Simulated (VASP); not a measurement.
Here is a VASP 6.6.1 calculation.

The input INCAR:

```
  ALGO = Normal
  EDIFF = 1E-6
  ENCUT = 500
  GGA_COMPAT = False
  ISIF = 2
  ISMEAR = 0
  LASPH = True
  LCHARG = False
  LREAL = False
  LWAVE = False
  NBANDS = 45
  NELM = 120
  PREC = Accurate
  SIGMA = 0.1
```

File KPOINTS:

```
k-points
0
Gamma
  5 4 24
```

The input POSCAR:

```
Ti
1.0
    6.8848401690      0.0000000000      0.0000000000
   -2.2949467230     10.2633137547      0.0000000000
   -1.9124556025     -1.7105522924      1.3930107214
Ti
6
Direct
    0.3055555556      0.0277777778      0.0000000000
    0.6388888889      0.6944444444      0.0000000000
    0.9722222222      0.3611111111      0.0000000000
    0.6944444444      0.9722222222      0.0000000000
    0.0277777778      0.6388888889      0.0000000000
    0.3611111111      0.3055555556      0.0000000000
```

Potentials or basis: VASP PAW LDA potentials, release 64 (Ti_sv).

Command:

```sh
$ cat potpaw_LDA.64/Ti_sv/POTCAR > POTCAR
$ mpirun -np 1 vasp_std > vasp.out
```

(1) What does it give for the band gap on the k mesh?

(2) Predict the pressure.

## Answers

(1) zero (bands 36 and 37 overlap by 0.87 eV).

(2) -2.4 GPa.
